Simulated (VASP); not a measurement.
# Al3BiO (Pm-3m) in VASP: single point with PBE

Aim: the single point of Al3BiO with PBE.

Everything below comes from runs of VASP 6.6.1. Logs are shortened: lines on timing, memory, paths and dates and some standing lists are left out, and cuts for length are marked.

### 1 The cell of the first run

The structure is cubic, space group Pm-3m (No. 221). Conventional cell: a = 4.267 Å, b = 4.267 Å, c = 4.267 Å, α = 90.00°, β = 90.00°, γ = 90.00°. Within 2.8 Å of Al (site symmetry 4/mmm) lie 2 Bi at 2.13 Å. Bi (site symmetry m-3m) has 6 Al at 2.13 Å within 2.8 Å. Within 4.0 Å of O (site symmetry m-3m) lie 12 Al at 3.02 Å and 8 Bi at 3.70 Å.

### 2 Single point, PBE

Contents of INCAR:

```
PREC = Accurate ; ENCUT = 520
EDIFF = 1E-6 ; ISMEAR = 0
SIGMA = 0.1 ; LREAL = F
LASPH = T ; NELM = 100
ALGO = Normal ; ISIF = 2
LWAVE = F ; LCHARG = F
GGA = PE ; NBANDS = 23
```

Contents of KPOINTS:

```
Automatic mesh
0
Gamma
  4 4 4
```

Contents of POSCAR:

```
Al3BiO
1.0
    4.2671466000      0.0000000000      0.0000000000
    0.0000000000      4.2671466000      0.0000000000
    0.0000000000      0.0000000000      4.2671466000
Al Bi O
3 1 1
Direct
    0.0000000000      0.5000000000      0.5000000000
    0.5000000000      0.0000000000      0.5000000000
    0.5000000000      0.5000000000      0.0000000000
    0.5000000000      0.5000000000      0.5000000000
    0.0000000000      0.0000000000      0.0000000000
```

Potentials or basis: VASP PAW PBE potentials, release 64 (Al, Bi_d, O).

On the command line:

```bash
$ cat potpaw_PBE.64/Al/POTCAR potpaw_PBE.64/Bi_d/POTCAR potpaw_PBE.64/O/POTCAR > POTCAR
$ mpirun -np 1 vasp_std > vasp.out
```

OUTCAR:

```text
PREC = Accurate
   ENCUT = 520
   EDIFF = 1E-6
   ISMEAR = 0
   LREAL = F
   LASPH = T
   NELM = 100
   ISIF = 2
   GGA = PE

 ion  position               nearest neighbor table
   1  0.000  0.500  0.500-   4 2.13   4 2.13   2 3.02   3 3.02   2 3.02   2 3.02   3 3.02   3 3.02
                             3 3.02   2 3.02
   2  0.500  0.000  0.500-   4 2.13   4 2.13   1 3.02   3 3.02   1 3.02   3 3.02   3 3.02   3 3.02
                             1 3.02   1 3.02
   3  0.500  0.500  0.000-   4 2.13   4 2.13   1 3.02   1 3.02   2 3.02   2 3.02   2 3.02   2 3.02
                             1 3.02   1 3.02
   4  0.500  0.500  0.500-   1 2.13   2 2.13   3 2.13   3 2.13   2 2.13   1 2.13
   5  0.000  0.000  0.000-

  LATTYP: Found a simple cubic cell.
 ALAT       =     4.2671466000

  Lattice vectors:

 A1 = (   4.2671466000,   0.0000000000,   0.0000000000)
 A2 = (   0.0000000000,   4.2671466000,   0.0000000000)
 A3 = (   0.0000000000,   0.0000000000,   4.2671466000)

Analysis of symmetry for initial positions (statically):
=====================================================================
 Subroutine PRICEL returns:
 Original cell was already a primitive cell.

 Routine SETGRP: Setting up the symmetry group for a
 simple cubic supercell.

 Subroutine GETGRP returns: Found 48 space group operations
[... 9 lines left out ...]

 Routine SETGRP: Setting up the symmetry group for a
 simple cubic supercell.

 Subroutine GETGRP returns: Found 48 space group operations
[... 11 lines left out ...]
                                     Primitive cell

  volume of cell :      77.6985

  direct lattice vectors                    reciprocal lattice vectors
     4.267146600  0.000000000  0.000000000     0.234348639  0.000000000  0.000000000
     0.000000000  4.267146600  0.000000000     0.000000000  0.234348639  0.000000000
     0.000000000  0.000000000  4.267146600     0.000000000  0.000000000  0.234348639

  length of vectors
     4.267146600  4.267146600  4.267146600     0.234348639  0.234348639  0.234348639

  position of ions in fractional coordinates (direct lattice)
     0.000000000  0.500000000  0.500000000
     0.500000000  0.000000000  0.500000000
     0.500000000  0.500000000  0.000000000
     0.500000000  0.500000000  0.500000000
     0.000000000  0.000000000  0.000000000

  ion indices of the primitive-cell ions
   primitive index   ion index
                 1           1
                 2           2
                 3           3
                 4           4
                 5           5
[... 55 lines left out ...]
   ENCUT  =  520.0 eV  38.22 Ry    6.18 a.u.   7.93  7.93  7.93*2*pi/ulx,y,z
   NELM   =    100;   NELMIN=  2; NELMDL= -5     # of ELM steps
   EDIFF  = 0.1E-05   stopping-criterion for ELM
   LREAL  =      F    real-space projection
   EDIFFG = 0.1E-04   stopping-criterion for IOM
   NSW    =      0    number of steps for IOM
   IBRION =     -1    ionic relax: 0-MD 1-quasi-New 2-CG
   NFREE  =      0    steps in history (QN), initial steepest desc. (CG)
   ISIF   =      2    stress and relaxation
   ISYM   =      2    0-nonsym 1-usesym 2-fastsym
   POTIM  = 0.5000    time-step for ionic-motion
   TEBEG  =    0.0;   TEEND  =   0.0 temperature during run
   PSTRESS=    0.0 pullay stress
   NELECT =      30.0000    total number of electrons
   NUPDOWN=      -1.0000    fix difference up-down
   EMIN   =  10.00;   EMAX   =-10.00  energy-range for DOS
   EFERMI =   0.00;   METHOD = LEGACY
   ISMEAR =     0;   SIGMA  =   0.10  broadening in eV -4-tet -1-fermi 0-gaus
   EFERMI_NEDOS =   21; number of points for ismear=-14 and -15
   IALGO  =     38    algorithm
   IMIX   =      4    mixing-type and parameters
     AMIX     =   0.40;   BMIX     =  1.00
     AMIX_MAG =   1.60;   BMIX_MAG =  1.00
  volume/ion in A,a.u.               =      15.54       104.87
  Fermi-wavevector in a.u.,A,eV,Ry     =   1.192095  2.252734 19.335124  1.421091
  Thomas-Fermi vector in A             =   2.328142
   LORBIT       =      0    0 simple, 1 ext, 2 COOP (PROOUT), +10 PAW based schemes
   GGA     = PE    functional components
   LHFCALC =     F    Hartree Fock is set to
   AEXX    =    0.0000 exact exchange contribution
   IVDW    =     0    specifies the selected vdW correction
   LEPSILON=     F    determine dielectric tensor
   LRPA    =     F    only Hartree local field effects (RPA)
 non-spin polarized calculation
 Gauss-broadening in eV      SIGMA  =   0.10
  energy-cutoff  :      520.00
  volume of cell :       77.70
 maximum number of plane-waves:      2176
 NGX is ok and might be reduce to    32
   NGX = 15   NGY = 15   NGZ = 15

 number of electron      30.0000007 magnetization

 Free energy of the ion-electron system (eV)
  ---------------------------------------------------
  ext. energy  EPLUGINS =         0.00000000
  ---------------------------------------------------
  free energy    TOTEN  =        -0.60676756 eV

  energy without entropy =       -0.55814387  energy(sigma->0) =       -0.58245571

 E-fermi :   9.8227     XC(G=0): -10.6969

 val. band max:        9.7638709767   @ k =   0.5000   0.2500   0.2500
 cond. band min:       9.8355247984   @ k =   0.2500   0.0000   0.0000
 fundamental gap:      0.0716538218
 Fermi energy:         9.8226865102

 k-point     1 :       0.0000    0.0000    0.0000
  band No.  band energies     occupation
      1     -17.6112      2.00000
      2     -17.6112      2.00000
      3     -17.0419      2.00000
      4     -17.0419      2.00000
      5     -17.0419      2.00000
      6      -8.5565      2.00000
[... 249 lines left out ...]
     22      16.2187      0.00000
     23      16.6845      0.00000

------------------------ aborting loop because EDIFF is reached ----------------------------------------

  FORCE on cell =-STRESS in cart. coord.  units (eV):
  Direction    XX          YY          ZZ          XY          YZ          ZX
  --------------------------------------------------------------------------------------
  -------------------------------------------------------------------------------------
  Total       41.5983184     41.5983184     41.5983184      0.0000000     -0.0000000      0.0000000
  in kB      857.7755571    857.7755571    857.7755571      0.0000000     -0.0000000      0.0000000
  external PRESSURE =     857.7755571 kB  Pullay stress =       0.0000000 kB

 VOLUME and BASIS-vectors are now :
 -----------------------------------------------------------------------------
  energy-cutoff  :      520.00
  volume of cell :       77.70
      direct lattice vectors                 reciprocal lattice vectors
     4.267146600  0.000000000  0.000000000     0.234348639  0.000000000  0.000000000
     0.000000000  4.267146600  0.000000000     0.000000000  0.234348639  0.000000000
     0.000000000  0.000000000  4.267146600     0.000000000  0.000000000  0.234348639

 POSITION                                       TOTAL-FORCE (eV/Angst)
 -----------------------------------------------------------------------------------
      0.00000      2.13357      2.13357         0.000000      0.000000      0.000000
      2.13357      0.00000      2.13357         0.000000      0.000000      0.000000
      2.13357      2.13357      0.00000         0.000000      0.000000      0.000000
      2.13357      2.13357      2.13357         0.000000      0.000000      0.000000
      0.00000      0.00000      0.00000         0.000000      0.000000      0.000000
 -----------------------------------------------------------------------------------
    total drift:                                0.000000      0.000000     -0.000000

  FREE ENERGIE OF THE ION-ELECTRON SYSTEM (eV)
  ---------------------------------------------------
  free  energy   TOTEN  =        -0.6067675575 eV

  energy  without entropy=       -0.5581438702  energy(sigma->0) =       -0.58245571
```

stdout:

```text
POSCAR found type information on POSCAR AlBiO
 POSCAR found :  3 types and       5 ions
 scaLAPACK will be used
 LDA part: xc-table for (Slater+PW92), standard interpolation
 POSCAR, INCAR and KPOINTS ok, starting setup
 FFT: planning ... GRIDC
 FFT: planning ... GRID_SOFT
 FFT: planning ... GRID
 WAVECAR not read
 entering main loop
```

Wall time 30 s (1 thread of AMD EPYC 7R13, shared host); peak memory 0.15 GiB.

Results:

| Item | Value |
| --- | --- |
| Free energy | -0.6068 eV |
| Pressure | 85.8 GPa |
| Band gap on the k mesh | zero (band 15 reaches 9.92 eV, above the bottom of band 16 at 7.32 eV) |

Caveat: the k points lie up to 0.37 Å⁻¹ apart; spin-orbit coupling is left out, which moves the levels of the heavy elements.
